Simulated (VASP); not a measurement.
Input of a VASP 6.6.1 run:

The input INCAR:

```
ALGO = Normal ; EDIFF = 1E-7
ENCUT = 520 ; GGA = PE
ISIF = 2 ; ISMEAR = 0
LASPH = T ; LCHARG = F
LREAL = F ; LWAVE = F
NBANDS = 26 ; NELM = 100
PREC = Accurate ; SIGMA = 0.05
```

The input KPOINTS:

```
k-points
0
Gamma
  9 9 2
```

POSCAR

```
MgO
1.0
    3.2803754002      0.0000000000      0.0000000000
   -1.6401877001      2.8408884305      0.0000000000
    0.0000000000      0.0000000000     10.5147056238
Mg O
4 4
Direct
    0.3333333333      0.6666666667      0.9694791811
    0.0000000000      0.0000000000      0.2208070585
    0.0000000000      0.0000000000      0.7208070585
    0.6666666667      0.3333333333      0.4694791811
    0.3333333333      0.6666666667      0.7800540723
   -0.2011964850      0.0000000000      0.5087347907
    0.0000000000      0.0000000000      0.0296578681
    0.6666666667      0.3333333333      0.2800540723
```

Potentials or basis: VASP PAW PBE potentials, release 64 (Mg, O).

Run with:

```sh
$ cat potpaw_PBE.64/Mg/POTCAR potpaw_PBE.64/O/POTCAR > POTCAR
$ mpirun -np 1 vasp_std > vasp.out
```

Question: Estimate the pressure.

Answer: 15.1 GPa.

Question: Estimate the band gap on the k mesh.

Answer: 2.76 eV.

Question: Estimate the largest force.

Answer: 23.852 eV/Å.

Stress tensor (GPa, compression positive):
```
 20.96 -23.20   9.78
-23.20  21.19 -10.97
  9.78 -10.97   3.08
```

Caveat: the cell differs from its parent crystal (atom 6 (O) moved by -0.660 Å along [1 0 0] and -0.220 Å along [0 0 1]); atoms lie so close that the PAW spheres overlap strongly, which falsifies energies and pressures; the stress differs along the axes, from 3 to 21 GPa; forces of over 1 eV/Å act on the atoms, so gaps and moduli don't describe the material at rest.
